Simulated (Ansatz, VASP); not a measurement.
Two plane-wave programs on Ta

```
Ta
1.0
     3.13094    0.00000    0.00000
     0.00000   10.02708    0.00000
     0.00000    0.00000   21.86710
Ta
9
Cartesian
  1.5655 5.6608 11.7926
  1.5655 8.3782 12.6213
  1.5655 1.0326 11.9428
  0.0000 3.3350 12.9058
  0.0000 6.6605 14.0786
  0.0000 0.0199 14.2372
  1.5655 2.0944 15.0756
  1.5655 4.6506 15.0171
  1.5655 8.2400 15.6879
```

Alike in both runs: task single point; functional PBE; k mesh 12 × 4 × 1; occupations methfessel-paxton of order 1, width 0.1 eV; no spin polarisation.

```csv
,VASP,Ansatz
version,VASP 6.6.1,Ansatz 0.2.0
potentials or method,"VASP PAW PBE potentials, release 64 (Ta_pv), cutoff 400 eV","scalar-relativistic, plane waves, PAW"
valence electrons in the cell,99,117
```

|  | VASP | Ansatz | Ansatz less VASP |
| --- | --- | --- | --- |
| gap on the k mesh at the Fermi level (eV) | none | none | - |
| rms of the force components (eV/Å) | 0.566 | 0.565 | -0.0015 |

Atom by atom the forces differ by 0.005 eV/Å (rms over components). A gap of «none» marks a metal or a gap that the smearing closes. VASP's potentials hold 99 valence electrons a cell and Ansatz's 117, so a difference there can come from the potentials and not from the codes.

Spin-orbit coupling is off throughout.
